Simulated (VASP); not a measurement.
Here is a VASP 6.6.1 calculation.

File INCAR:

```
SYSTEM = SiO2
PREC = Accurate
ENCUT = 520
EDIFF = 1E-7
ISMEAR = -1
SIGMA = 0.02
LREAL = .False.
LASPH = .True.
NELM = 80
ALGO = Normal
ISIF = 2
LWAVE = .False.
LCHARG = .False.
GGA = PE
IBRION = 2
NSW = 80
EDIFFG = -0.02
```

The input KPOINTS:

```
Automatic mesh
0
Gamma
  7 7 11
  0 0 0
```

The input POSCAR:

```
SiO2
1.0
    4.1942948439      0.0000000000      0.0000000000
    0.0000000000      4.1942948439      0.0000000000
    0.0000000000      0.0000000000      2.6821462096
Si O
2 4
Direct
    0.0000000000      0.0000000000      0.0000000000
    0.5000000000      0.5000000000      0.5000000000
    0.3052551835      0.3052551835      0.0000000000
    0.1947448165      0.8052551835      0.5000000000
    0.6947448165      0.6947448165      0.0000000000
    0.8052551835      0.1947448165      0.5000000000
```

Potentials or basis: VASP PAW PBE potentials, release 64 (Si, O).

Launch:

```sh
$ cat potpaw_PBE.64/Si/POTCAR potpaw_PBE.64/O/POTCAR > POTCAR
$ mpirun -np 1 vasp_std > vasp.out
```

**Question.** Estimate the band gap on the k mesh.

**Answer.** 5.35 eV, direct.

**Question.** What does it give for the energy gained by relaxing?

**Answer.** 0.1 meV/atom.

Step by step:
```
step  energy change (eV)  largest force (eV/Å)  pressure (GPa)
   1              0.0000                0.1082            6.07
   2             -0.0005                0.0602            6.52
   3             -0.0007                0.0005            6.36
```

 A k mesh can miss the band edges.
